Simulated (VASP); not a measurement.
# Nb2H (Pn-3m) in VASP: notebook

The runs below take Nb2H through single point, relaxation of cell and atoms, with PBE.

Program: VASP 6.6.1. These are calculated values, not measurements. Logs are shortened: lines on timing, memory, paths and dates and some standing lists are left out, and cuts for length are marked.

**1. The cell of the first run**

It takes space group Pn-3m (No. 224, cubic). The conventional cell has a = 4.344 Å, b = 4.344 Å, c = 4.344 Å, α = 90.00°, β = 90.00°, γ = 90.00°. Within 2.5 Å of Nb (site symmetry -3m) lie 2 H at 1.88 Å. H (site symmetry -43m) has 4 Nb at 1.88 Å within 2.5 Å.

The cell was built from a structure type or drawn by symmetry, and may not be a known phase.

**2. Single point, PBE**

The input, INCAR:

```
PREC     = Accurate       # precision mode
ENCUT    = 520            # plane-wave cutoff, eV
EDIFF    = 1E-6           # SCF threshold, eV
ISMEAR   = 0              # smearing method
SIGMA    = 0.1            # smearing width, eV
LREAL    = F              # projectors in reciprocal space
LASPH    = T              # aspherical terms in the spheres
NELM     = 100            # most SCF steps
ALGO     = Normal         # electronic algorithm
ISIF     = 2              # what is computed and relaxed
LWAVE    = F              # write WAVECAR
LCHARG   = F              # write CHGCAR
GGA      = PE             # functional
NBANDS   = 36             # bands
```

The input, KPOINTS:

```
Automatic mesh
0
Gamma
  4 4 4
```

The input, POSCAR:

```
Nb2H
1.0
    4.3442379344      0.0000000000      0.0000000000
    0.0000000000      4.3442379344      0.0000000000
    0.0000000000      0.0000000000      4.3442379344
Nb H
4 2
Direct
    0.2500018450      0.2500018450      0.2500018450
    0.7499981550      0.7499981550      0.2500018450
    0.7499981550      0.2500018450      0.7499981550
    0.2500018450      0.7499981550      0.7499981550
    0.5000000000      0.5000000000      0.5000000000
    0.0000000000      0.0000000000      0.0000000000
```

Potentials or basis: VASP PAW PBE potentials, release 64 (Nb_sv, H).

Command:

```sh
$ cat potpaw_PBE.64/Nb_sv/POTCAR potpaw_PBE.64/H/POTCAR > POTCAR
$ mpirun -np 1 vasp_std > vasp.out
```

OUTCAR:

```text
PREC = Accurate
   ENCUT = 520
   EDIFF = 1E-6
   ISMEAR = 0
   LREAL = F
   LASPH = T
   NELM = 100
   ISIF = 2
   GGA = PE

 ion  position               nearest neighbor table
   1  0.250  0.250  0.250-   5 1.88   6 1.88
   2  0.750  0.750  0.250-   5 1.88   6 1.88
   3  0.750  0.250  0.750-   5 1.88   6 1.88
   4  0.250  0.750  0.750-   5 1.88   6 1.88
   5  0.500  0.500  0.500-   1 1.88   2 1.88   3 1.88   4 1.88
   6  0.000  0.000  0.000-   1 1.88   2 1.88   3 1.88   4 1.88

  LATTYP: Found a simple cubic cell.
 ALAT       =     4.3442379344

  Lattice vectors:

 A1 = (   4.3442379344,   0.0000000000,   0.0000000000)
 A2 = (   0.0000000000,   4.3442379344,   0.0000000000)
 A3 = (   0.0000000000,   0.0000000000,   4.3442379344)

Analysis of symmetry for initial positions (statically):
=====================================================================
 Subroutine PRICEL returns:
 Original cell was already a primitive cell.

 Routine SETGRP: Setting up the symmetry group for a
 simple cubic supercell.

 Subroutine GETGRP returns: Found 48 space group operations
 (whereof 24 operations were pure point group operations)
 out of a pool of 48 trial point group operations.

The static configuration has the point symmetry T_d .
 The point group associated with its full space group is O_h .

Analysis of symmetry for dynamics (positions and initial velocities):
=====================================================================
 Subroutine PRICEL returns:
 Original cell was already a primitive cell.

 Routine SETGRP: Setting up the symmetry group for a
 simple cubic supercell.

 Subroutine GETGRP returns: Found 48 space group operations
 (whereof 24 operations were pure point group operations)
 out of a pool of 48 trial point group operations.

The dynamic configuration has the point symmetry T_d .
 The point group associated with its full space group is O_h .

 Subroutine INISYM returns: Found 48 space group operations
 (whereof 24 operations are pure point group operations),
 and found     1 'primitive' translations

----------------------------------------------------------------------------------------

                                     Primitive cell

  volume of cell :      81.9862

  direct lattice vectors                    reciprocal lattice vectors
     4.344237934  0.000000000  0.000000000     0.230189970  0.000000000  0.000000000
     0.000000000  4.344237934  0.000000000     0.000000000  0.230189970  0.000000000
     0.000000000  0.000000000  4.344237934     0.000000000  0.000000000  0.230189970

  length of vectors
     4.344237934  4.344237934  4.344237934     0.230189970  0.230189970  0.230189970

  position of ions in fractional coordinates (direct lattice)
     0.250001845  0.250001845  0.250001845
     0.749998155  0.749998155  0.250001845
     0.749998155  0.250001845  0.749998155
     0.250001845  0.749998155  0.749998155
     0.500000000  0.500000000  0.500000000
     0.000000000  0.000000000  0.000000000

  ion indices of the primitive-cell ions
   primitive index   ion index
                 1           1
                 2           2
                 3           3
                 4           4
                 5           5
                 6           6

----------------------------------------------------------------------------------------

 KPOINTS: Automatic mesh

Automatic generation of k-mesh.
 Grid dimensions read from file:
 generate k-points for:    4    4    4

 Generating k-lattice:

  Cartesian coordinates                     Fractional coordinates (reciprocal lattice)
     0.057547493  0.000000000  0.000000000     0.250000000  0.000000000  0.000000000
     0.000000000  0.057547493  0.000000000     0.000000000  0.250000000  0.000000000
     0.000000000  0.000000000  0.057547493     0.000000000  0.000000000  0.250000000

  Length of vectors
     0.057547493  0.057547493  0.057547493

  Shift w.r.t. Gamma in fractional coordinates (k-lattice)
     0.000000000  0.000000000  0.000000000

 Subroutine IBZKPT returns following result:
 ===========================================

 Found     10 irreducible k-points:

 Following reciprocal coordinates:
            Coordinates               Weight
  0.000000  0.000000  0.000000      1.000000
  0.250000  0.000000  0.000000      6.000000
  0.500000  0.000000  0.000000      3.000000
  0.250000  0.250000  0.000000     12.000000
  0.500000  0.250000  0.000000     12.000000
  0.500000  0.500000  0.000000      3.000000
  0.250000  0.250000  0.250000      8.000000
  0.500000  0.250000  0.250000     12.000000
  0.500000  0.500000  0.250000      6.000000
  0.500000  0.500000  0.500000      1.000000
   k-points           NKPTS =     10   k-points in BZ     NKDIM =     10   number of bands    NBANDS=     36
   number of dos      NEDOS =    301   number of ions     NIONS =      6
   total plane-waves  NPLWV =  32768
   dimension x,y,z NGX =    32 NGY =   32 NGZ =   32
   dimension x,y,z NGXF=    64 NGYF=   64 NGZF=   64
   ions per type =               4   2
   NGX,Y,Z   is equivalent  to a cutoff of  12.25, 12.25, 12.25 a.u.
   NGXF,Y,Z  is equivalent  to a cutoff of  24.49, 24.49, 24.49 a.u.
 SYSTEM =  unknown system
   PREC   = accura    normal or accurate (medium, high low for compatibility)
   ISTART =      0    job   : 0-new  1-cont  2-samecut
   ICHARG =      2    charge: 1-file 2-atom 10-const
   ISPIN  =      1    spin polarized calculation?
   LNONCOLLINEAR =      F non collinear calculations
   LSORBIT =      F    spin-orbit coupling
   LASPH  =      T    aspherical Exc in radial PAW
   ENCUT  =  520.0 eV  38.22 Ry    6.18 a.u.   8.08  8.08  8.08*2*pi/ulx,y,z
   NELM   =    100;   NELMIN=  2; NELMDL= -5     # of ELM steps
   EDIFF  = 0.1E-05   stopping-criterion for ELM
   LREAL  =      F    real-space projection
   EDIFFG = 0.1E-04   stopping-criterion for IOM
   NSW    =      0    number of steps for IOM
   IBRION =     -1    ionic relax: 0-MD 1-quasi-New 2-CG
   NFREE  =      0    steps in history (QN), initial steepest desc. (CG)
   ISIF   =      2    stress and relaxation
   ISYM   =      2    0-nonsym 1-usesym 2-fastsym
   POTIM  = 0.5000    time-step for ionic-motion
   TEBEG  =    0.0;   TEEND  =   0.0 temperature during run
   PSTRESS=    0.0 pullay stress
   NELECT =      54.0000    total number of electrons
   NUPDOWN=      -1.0000    fix difference up-down
   EMIN   =  10.00;   EMAX   =-10.00  energy-range for DOS
   EFERMI =   0.00;   METHOD = LEGACY
   ISMEAR =     0;   SIGMA  =   0.10  broadening in eV -4-tet -1-fermi 0-gaus
   EFERMI_NEDOS =   21; number of points for ismear=-14 and -15
   IALGO  =     38    algorithm
   IMIX   =      4    mixing-type and parameters
     AMIX     =   0.40;   BMIX     =  1.00
     AMIX_MAG =   1.60;   BMIX_MAG =  1.00
  volume/ion in A,a.u.               =      13.66        92.21
  Fermi-wavevector in a.u.,A,eV,Ry     =   1.424380  2.691688 27.604287  2.028858
  Thomas-Fermi vector in A             =   2.544877
   LORBIT       =      0    0 simple, 1 ext, 2 COOP (PROOUT), +10 PAW based schemes
   GGA     = PE    functional components
   LHFCALC =     F    Hartree Fock is set to
   AEXX    =    0.0000 exact exchange contribution
   IVDW    =     0    specifies the selected vdW correction
   LEPSILON=     F    determine dielectric tensor
   LRPA    =     F    only Hartree local field effects (RPA)
 non-spin polarized calculation
 Gauss-broadening in eV      SIGMA  =   0.10
  energy-cutoff  :      520.00
  volume of cell :       81.99
 maximum number of plane-waves:      2272
   NGX = 17   NGY = 17   NGZ = 17

 number of electron      53.9999990 magnetization

 Free energy of the ion-electron system (eV)
  ---------------------------------------------------
  ext. energy  EPLUGINS =         0.00000000
  ---------------------------------------------------
  free energy    TOTEN  =       -47.02353491 eV

  energy without entropy =      -46.99009832  energy(sigma->0) =      -47.00681662

 E-fermi :  10.2323     XC(G=0): -12.0888

 val. band max:       10.1967841849   @ k =   0.5000   0.5000   0.2500
 cond. band min:      10.2624810173   @ k =   0.2500   0.2500   0.0000
 fundamental gap:      0.0656968324
 Fermi energy:        10.2322741693

 k-point     1 :       0.0000    0.0000    0.0000
  band No.  band energies     occupation
      1     -44.7714      2.00000
      2     -44.5858      2.00000
      3     -44.5858      2.00000
      4     -44.5858      2.00000
      5     -21.4410      2.00000
      6     -21.0919      2.00000
[... 28 lines left out ...]
     35      14.4852      0.00000
     36      14.5406      0.00000

 k-point     2 :       0.2500    0.0000    0.0000
  band No.  band energies     occupation
      1     -44.7444      2.00000
      2     -44.6132      2.00000
      3     -44.5856      2.00000
      4     -44.5856      2.00000
      5     -21.3351      2.00000
      6     -21.0187      2.00000
[... 28 lines left out ...]
     35      13.4244      0.00000
     36      13.9326      0.00000

 k-point     3 :       0.5000    0.0000    0.0000
  band No.  band energies     occupation
      1     -44.6791      2.00000
      2     -44.6790      2.00000
      3     -44.5854      2.00000
      4     -44.5854      2.00000
      5     -21.0809      2.00000
      6     -21.0808      2.00000
[... 28 lines left out ...]
     35      13.2781      0.00000
     36      13.2796      0.00000
[... 196 lines left out ...]
 k-point     9 :       0.5000    0.5000    0.2500
  band No.  band energies     occupation
      1     -44.6374      2.00000
      2     -44.6308      2.00000
      3     -44.6294      2.00000
      4     -44.6294      2.00000
      5     -21.3814      2.00000
      6     -21.1086      2.00000
[... 28 lines left out ...]
     35      13.4106      0.00000
     36      13.5539      0.00000

 k-point    10 :       0.5000    0.5000    0.5000
  band No.  band energies     occupation
      1     -44.6385      2.00000
      2     -44.6292      2.00000
      3     -44.6292      2.00000
      4     -44.6292      2.00000
      5     -21.4989      2.00000
      6     -21.1840      2.00000
[... 28 lines left out ...]
     35      14.1492      0.00000
     36      14.2606      0.00000

------------------------ aborting loop because EDIFF is reached ----------------------------------------

  FORCE on cell =-STRESS in cart. coord.  units (eV):
  Direction    XX          YY          ZZ          XY          YZ          ZX
  --------------------------------------------------------------------------------------
  -------------------------------------------------------------------------------------
  Total       -0.0174394     -0.0174394     -0.0174394      0.0000000      0.0000000      0.0000000
  in kB       -0.3408010     -0.3408010     -0.3408010      0.0000000      0.0000000      0.0000000
  external PRESSURE =      -0.3408010 kB  Pullay stress =       0.0000000 kB

 VOLUME and BASIS-vectors are now :
 -----------------------------------------------------------------------------
  energy-cutoff  :      520.00
  volume of cell :       81.99
      direct lattice vectors                 reciprocal lattice vectors
     4.344237934  0.000000000  0.000000000     0.230189970  0.000000000  0.000000000
     0.000000000  4.344237934  0.000000000     0.000000000  0.230189970  0.000000000
     0.000000000  0.000000000  4.344237934     0.000000000  0.000000000  0.230189970

 POSITION                                       TOTAL-FORCE (eV/Angst)
 -----------------------------------------------------------------------------------
      1.08607      1.08607      1.08607         0.000000     -0.000000     -0.000000
      3.25817      3.25817      1.08607        -0.000000      0.000000      0.000000
      3.25817      1.08607      3.25817         0.000000      0.000000     -0.000000
      1.08607      3.25817      3.25817        -0.000000     -0.000000      0.000000
      2.17212      2.17212      2.17212         0.000000     -0.000000     -0.000000
      0.00000      0.00000      0.00000         0.000000     -0.000000     -0.000000
 -----------------------------------------------------------------------------------
    total drift:                               -0.000000     -0.000000      0.000000

  FREE ENERGIE OF THE ION-ELECTRON SYSTEM (eV)
  ---------------------------------------------------
  free  energy   TOTEN  =       -47.0235349119 eV

  energy  without entropy=      -46.9900983197  energy(sigma->0) =      -47.00681662
```

Wall time 31 s (1 thread of Intel Xeon Platinum 8488C (Sapphire Rapids), shared host); peak memory 0.18 GiB.

Results:

- Free energy: -47.0235 eV
- Pressure: 0.0 GPa
- Band gap on the k mesh: zero (bands 27 and 28 overlap by 1.31 eV)

Caveat: the k points lie up to 0.36 Å⁻¹ apart, too coarse for converged energies and pressures of a metal.

(Part 1 of 2 ends here.)
